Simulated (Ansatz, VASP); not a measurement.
One calculation of Ni, two programs

```
CELL_PARAMETERS angstrom
0.00000 1.71044 1.71044
1.71044 0.00000 1.71044
1.71044 1.71044 0.00000
ATOMIC_POSITIONS crystal
Ni 0.00000 0.00000 0.00000
```

Alike in both runs: task single point; functional LDA; k mesh 16 × 16 × 16; occupations fermi-dirac, width 0.01 eV; no spin polarisation.

|  | VASP | Ansatz |
| --- | --- | --- |
| version | VASP 6.6.1 | Ansatz 0.2.0 |
| potentials or method | VASP PAW LDA potentials, release 64 (Ni), cutoff 600 eV | plane waves (420 eV) with PAW, scalar-relativistic |
| valence electrons in the cell | 10 | 18 |

VASP gave:

```
pressure (GPa) : -0.8
```

**Question.** What did Ansatz give for the same quantities?

**Answer.** Pressure (GPa): -0.7.

Ansatz warns that its potentials were made for another functional, while VASP's fit it. LDA's correlation is that of Perdew and Zunger in VASP and of Perdew and Wang (1992) in Ansatz. VASP's potentials hold 10 valence electrons a cell and Ansatz's 18, so a difference there can come from the potentials and not from the codes.
